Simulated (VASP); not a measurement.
# CdO5 (F-43m) in VASP: notebook, part 2 of 2

VASP 6.6.1.

## 5. Relaxation of cell and atoms, PBE, collinear spin, ferromagnetic start

This run uses another cell than the first one, of 10.26 Å³/atom.

INCAR reads:

```
PREC     = Accurate       # precision mode
ENCUT    = 600            # plane-wave cutoff, eV
EDIFF    = 1E-6           # SCF threshold, eV
ISMEAR   = 0              # smearing method
SIGMA    = 0.1            # smearing width, eV
LREAL    = False          # projectors in reciprocal space
LASPH    = True           # aspherical terms in the spheres
NELM     = 150            # most SCF steps
ALGO     = Normal         # electronic algorithm
ISIF     = 3              # what is computed and relaxed
LWAVE    = False          # write WAVECAR
LCHARG   = False          # write CHGCAR
ISPIN    = 2              # spin polarisation
MAGMOM   = 0 1.05 1.05 1.05 1.05 1.05 # initial moments
LORBIT   = 11             # projections on sites
GGA      = PE             # functional
IBRION   = 2              # ionic algorithm
NSW      = 90             # ionic steps
EDIFFG   = -0.04          # ionic threshold
```

KPOINTS reads:

```
Automatic mesh
0
Gamma
  6 6 6
```

POSCAR reads:

```
CdO5
1.0
    0.0000000000      3.1343449241      3.1343449241
    3.1343449241      0.0000000000      3.1343449241
    3.1343449241      3.1343449241      0.0000000000
Cd O
1 5
Direct
    0.0000000000      0.0000000000      0.0000000000
    0.7500000000      0.7500000000      0.7500000000
    0.3767333338      0.3767333338      0.8697999985
    0.3767333338      0.8697999985      0.3767333338
    0.8697999985      0.3767333338      0.3767333338
    0.3767333338      0.3767333338      0.3767333338
```

Potentials or basis: VASP PAW PBE potentials, release 64 (Cd, O).

On the command line:

```console
$ cat potpaw_PBE.64/Cd/POTCAR potpaw_PBE.64/O/POTCAR > POTCAR
$ mpirun -np 1 vasp_std > vasp.out
```

OUTCAR:

```text
PREC = Accurate
   ENCUT = 600
   EDIFF = 1E-6
   ISMEAR = 0
   LREAL = False
   LASPH = True
   NELM = 150
   ISIF = 3
   ISPIN = 2
   LORBIT = 11
   GGA = PE
   IBRION = 2
   NSW = 90
   EDIFFG = -0.04

 ion  position               nearest neighbor table
   1  0.000  0.000  0.000-   3 2.60   4 2.60   5 2.60   6 2.60   6 2.60   6 2.60   3 2.60   5 2.60
                             5 2.60   3 2.60   4 2.60   4 2.60   2 2.71   2 2.71   2 2.71   2 2.71
   2  0.750  0.750  0.750-   1 2.71   1 2.71   1 2.71   1 2.71
   3  0.377  0.377  0.870-   1 2.60   1 2.60   1 2.60
   4  0.377  0.870  0.377-   1 2.60   1 2.60   1 2.60
   5  0.870  0.377  0.377-   1 2.60   1 2.60   1 2.60
   6  0.377  0.377  0.377-   1 2.60   1 2.60   1 2.60

  LATTYP: Found a face centered cubic cell.
 ALAT       =     6.2686898482

  Lattice vectors:

 A1 = (   0.0000000000,   3.1343449241,   3.1343449241)
 A2 = (   3.1343449241,   0.0000000000,   3.1343449241)
 A3 = (   3.1343449241,   3.1343449241,   0.0000000000)

Analysis of symmetry for initial positions (statically):
=====================================================================
 Subroutine PRICEL returns:
 Original cell was already a primitive cell.

 Routine SETGRP: Setting up the symmetry group for a
 face centered cubic supercell.

 Subroutine GETGRP returns: Found 24 space group operations
 (whereof 24 operations were pure point group operations)
 out of a pool of 48 trial point group operations.

The static configuration has the point symmetry T_d .

Analysis of symmetry for dynamics (positions and initial velocities):
=====================================================================
 Subroutine PRICEL returns:
 Original cell was already a primitive cell.

 Routine SETGRP: Setting up the symmetry group for a
 face centered cubic supercell.

 Subroutine GETGRP returns: Found 24 space group operations
 (whereof 24 operations were pure point group operations)
[... 222 lines left out ...]

 k-point     1 :       0.0000    0.0000    0.0000
  band No.  band energies     occupation
      1     -18.6506      1.00000
      2     -15.7389      1.00000
      3     -14.8819      1.00000
      4     -14.8819      1.00000
      5     -14.8819      1.00000
      6      -5.5602      1.00000
[... 485 lines left out ...]
     27      11.9812      0.00000
     28      12.7271      0.00000
 Fermi energy:         1.6679229203

 spin component 2

 k-point     1 :       0.0000    0.0000    0.0000
  band No.  band energies     occupation
      1     -17.7244      1.00000
      2     -13.8544      1.00000
      3     -13.8544      1.00000
      4     -13.8544      1.00000
      5     -13.2950      1.00000
      6      -5.3569      1.00000
[... 485 lines left out ...]
     27      12.2184      0.00000
     28      13.0703      0.00000

------------------------ aborting loop because EDIFF is reached ----------------------------------------

  FORCE on cell =-STRESS in cart. coord.  units (eV):
  Direction    XX          YY          ZZ          XY          YZ          ZX
  --------------------------------------------------------------------------------------
  -------------------------------------------------------------------------------------
  Total        0.0149231      0.0149231      0.0149231     -0.0000000      0.0000000      0.0000000
  in kB        0.3927810      0.3927810      0.3927810     -0.0000000      0.0000000      0.0000000
  external PRESSURE =       0.3927810 kB  Pullay stress =       0.0000000 kB

 VOLUME and BASIS-vectors are now :
 -----------------------------------------------------------------------------
  energy-cutoff  :      600.00
  volume of cell :       60.87
      direct lattice vectors                 reciprocal lattice vectors
    -0.000000000  3.122216644  3.122216644    -0.160142635  0.160142635  0.160142635
     3.122216644 -0.000000000  3.122216644     0.160142635 -0.160142635  0.160142635
     3.122216644  3.122216644 -0.000000000     0.160142635  0.160142635 -0.160142635

 POSITION                                       TOTAL-FORCE (eV/Angst)
 -----------------------------------------------------------------------------------
      3.12222      3.12222     -0.00000        -0.000000     -0.000000     -0.000000
      4.68332      4.68332      4.68332        -0.000000     -0.000000     -0.000000
      3.89194      3.89194      2.35249         0.001313      0.001313     -0.001313
      3.89194      2.35249      3.89194         0.001313     -0.001313      0.001313
      2.35249      3.89194      3.89194        -0.001313      0.001313      0.001313
      2.35249      2.35249      2.35249        -0.001313     -0.001313     -0.001313
 -----------------------------------------------------------------------------------
    total drift:                                0.000000      0.000000     -0.000000

  FREE ENERGIE OF THE ION-ELECTRON SYSTEM (eV)
  ---------------------------------------------------
  free  energy   TOTEN  =       -17.8679174909 eV

  energy  without entropy=      -17.8501334677  energy(sigma->0) =      -17.85902548

 reached required accuracy - stopping structural energy minimisation

 total charge

# of ion       s       p       d       tot
------------------------------------------
    1        0.234   0.165   9.646  10.046
    2        1.622   3.036   0.000   4.659
    3        1.644   3.009   0.000   4.652
    4        1.644   3.009   0.000   4.652
    5        1.644   3.009   0.000   4.652
    6        1.644   3.009   0.000   4.652
--------------------------------------------------
tot          8.431  15.237   9.646  33.314

 magnetization (x)

# of ion       s       p       d       tot
------------------------------------------
    1       -0.037  -0.016   0.025  -0.028
    2        0.012   1.273   0.000   1.286
    3        0.004   0.512   0.000   0.516
    4        0.004   0.512   0.000   0.516
    5        0.004   0.512   0.000   0.516
    6        0.004   0.512   0.000   0.516
--------------------------------------------------
tot         -0.008   3.305   0.025   3.321
```

OSZICAR:

```text
N       E                     dE             d eps       ncg     rms          rms(c)
DAV:   1     0.337006290461E+03    0.33701E+03   -0.25745E+04  1800   0.167E+03
DAV:   2     0.132249788828E+01   -0.33568E+03   -0.32324E+03  2180   0.390E+02
DAV:   3    -0.184155786607E+02   -0.19738E+02   -0.19204E+02  1864   0.992E+01
DAV:   4    -0.185892660889E+02   -0.17369E+00   -0.17318E+00  1992   0.985E+00
[... 19 lines left out ...]
DAV:   4    -0.178679344736E+02    0.50467E-02   -0.27936E-02  2240   0.917E-01    0.272E-01
DAV:   5    -0.178678838195E+02    0.50654E-04   -0.12784E-03  1800   0.263E-01    0.112E-01
DAV:   6    -0.178679200986E+02   -0.36279E-04   -0.37831E-04  1820   0.113E-01    0.373E-02
DAV:   7    -0.178679165169E+02    0.35818E-05   -0.36405E-05  1836   0.388E-02    0.926E-03
DAV:   8    -0.178679174909E+02   -0.97400E-06   -0.71786E-06  1352   0.119E-02
   2 F= -.17867917E+02 E0= -.17859025E+02  d E =-.274619E-02  mag=     3.8171
```

Run time: 2.2 min. Hardware: 1 thread of Intel Xeon Platinum 8375C at 2.90GHz (Ice Lake), shared host; peak memory 0.27 GiB.

What came out:

```yaml
Free_energy: -17.8679 eV
Relaxed_volume: 10.15 Å³/atom
Relaxed_cell: a = 4.415 Å, b = 4.415 Å, c = 4.415 Å, α = 60.00°, β = 60.00°, γ = 60.00°
Space_group_after_relaxing_to_0.1_Å: F-43m (No. 216)
Energy_gained_by_relaxing: 0.5 meV/atom
Ionic_steps: 2
Pressure_after_relaxing: 0.0 GPa
Net_moment: 3.82 μB per cell
Site_moments: Cd -0.03; O +1.29, +0.52 (each value once) μB
Valence_electrons_inside_the_program's_atomic_spheres: Cd 10.05; O 4.66, 4.65 (each value once)
```

Forces on the atoms (eV/Å):
```
Cd   0.000  0.000  0.000
O    0.000  0.000  0.000
O    0.001  0.001 -0.001
O    0.001 -0.001  0.001
O   -0.001  0.001  0.001
O   -0.001 -0.001 -0.001
```

The path:
| step | energy change (eV) | largest force (eV/Å) | pressure (GPa) | volume (Å³) |
| --- | --- | --- | --- | --- |
| 1 | 0.0000 | 0.0001 | -1.25 | 61.58 |
| 2 | -0.0027 | 0.0023 | 0.04 | 60.87 |

Final structure:
```
Cd O
1.0
     0.00000    3.12222    3.12222
     3.12222    0.00000    3.12222
     3.12222    3.12222    0.00000
Cd O
1 5
Cartesian
  3.1222 3.1222 0.0000
  4.6833 4.6833 4.6833
  3.8919 3.8919 2.3525
  3.8919 2.3525 3.8919
  2.3525 3.8919 3.8919
  2.3525 2.3525 2.3525
```

## 6. Single point, PBE, collinear spin, ferromagnetic start

This run uses another cell than the first one, of 10.12 Å³/atom.

INCAR reads:

```
SYSTEM = CdO5
  PREC = Accurate
  ENCUT = 520
  EDIFF = 1E-6
  ISMEAR = 0
  SIGMA = 0.1
  LREAL = .FALSE.
  LASPH = .TRUE.
  NELM = 150
  ALGO = Normal
  ISIF = 2
  LWAVE = .FALSE.
  LCHARG = .FALSE.
  ISPIN = 2
  MAGMOM = 0 0.83 0.83 0.83 0.83 0.83
  LORBIT = 11
  GGA = PE
  NBANDS = 34
```

KPOINTS reads:

```
regular mesh
0
G
  10 10 10
  0 0 0
```

POSCAR reads:

```
CdO5
1.0
    0.0000000000      3.1199118475      3.1199118475
    3.1199118475      0.0000000000      3.1199118475
    3.1199118475      3.1199118475      0.0000000000
Cd O
1 5
Direct
    0.0000000000      0.0000000000      0.0000000000
    0.2500000000      0.2500000000      0.2500000000
    0.6233763125      0.6233763125      0.6233763125
    0.1298710624      0.6233763125      0.6233763125
    0.6233763125      0.6233763125      0.1298710624
    0.6233763125      0.1298710624      0.6233763125
```

Potentials or basis: VASP PAW PBE potentials, release 64 (Cd, O).

On the command line:

```console
$ cat potpaw_PBE.64/Cd/POTCAR potpaw_PBE.64/O/POTCAR > POTCAR
$ mpirun -np 1 vasp_std > vasp.out
```

It took 4.8 min on 1 thread of Intel Xeon Platinum 8375C at 2.90GHz (Ice Lake), shared host; peak memory 0.32 GiB.

The run converged. Its results:

- Free energy: -17.8878 eV
- Pressure: 0.2 GPa
- Largest force: 0.004 eV/Å
- Net moment: 3.85 μB per cell
- Site moments: Cd -0.03; O +1.28, +0.53 (each value once) μB
- Valence electrons inside the program's atomic spheres: Cd 10.05; O 4.66

Forces on the atoms (eV/Å):
```
Cd   0.000  0.000  0.000
O    0.000  0.000  0.000
O   -0.002 -0.002 -0.002
O   -0.002  0.002  0.002
O    0.002  0.002 -0.002
O    0.002 -0.002  0.002
```

Levels at points of the mesh, in eV from the Fermi level:
Spin up:
| k point | band 19 | band 20 | band 21 | band 22 | band 23 | band 24 | band 25 | band 26 | band 27 | band 28 |
| --- | --- | --- | --- | --- | --- | --- | --- | --- | --- | --- |
| (0.00, 0.00, 0.00) | -2.48 | -0.30 | -0.30 | -0.30 | 0.94 | 0.94 | 0.94 | 2.57 | 10.23 | 10.23 |
| (0.50, 0.00, 0.00) | -2.11 | -1.93 | -1.37 | -1.37 | -0.28 | 0.83 | 0.83 | 4.31 | 9.68 | 11.20 |
| (0.50, 0.50, 0.00) | -1.98 | -1.79 | -1.78 | -1.40 | -1.40 | 0.60 | 0.60 | 4.89 | 10.12 | 11.11 |
Spin down:
```
           k point  band 17  band 18  band 19  band 20  band 21  band 22
(0.00, 0.00, 0.00)    -0.33    -0.33    -0.33     1.15     1.15     1.15
(0.50, 0.00, 0.00)    -1.54    -0.98    -0.98    -0.45     0.64     0.64
(0.50, 0.50, 0.00)    -1.07    -1.07    -0.81    -0.56     0.28     0.71
```

## 7. The runs side by side

```tsv
task	cell	k mesh	cutoff (eV)	gap on the mesh (eV)	pressure (GPa)	moment (μB)	relaxed volume (Å³/atom)
single point	a = 4.616 Å, angles 60.0°, 6 atoms, atomic positions A	4 × 4 × 4	520	none	-9.3	5.36	-
single point	a = 4.416 Å, angles 60.0°, 6 atoms, atomic positions B	6 × 6 × 6	520	none	0.1	3.82	-
relaxation of cell and atoms	relaxed from a = 4.616 Å, angles 60.0°, 6 atoms, atomic positions A	4 × 4 × 4	600	none	0.2	4.82	10.22
relaxation of cell and atoms	relaxed from a = 4.433 Å, angles 60.0°, 6 atoms, atomic positions B	6 × 6 × 6	600	none	0.0	3.82	10.15
single point	a = 4.412 Å, angles 60.0°, 6 atoms, atomic positions B	10 × 10 × 10	520	none	0.2	3.85	-
```

Alike in all rows: level PBE; potentials or basis VASP PAW PBE potentials, release 64 (Cd, O); spin collinear, ferromagnetic start; smearing gaussian 0.1 eV.

Caveats: some runs use coarse meshes.

Total energies depend on the potentials used, so only differences within one code and one set of settings carry meaning.
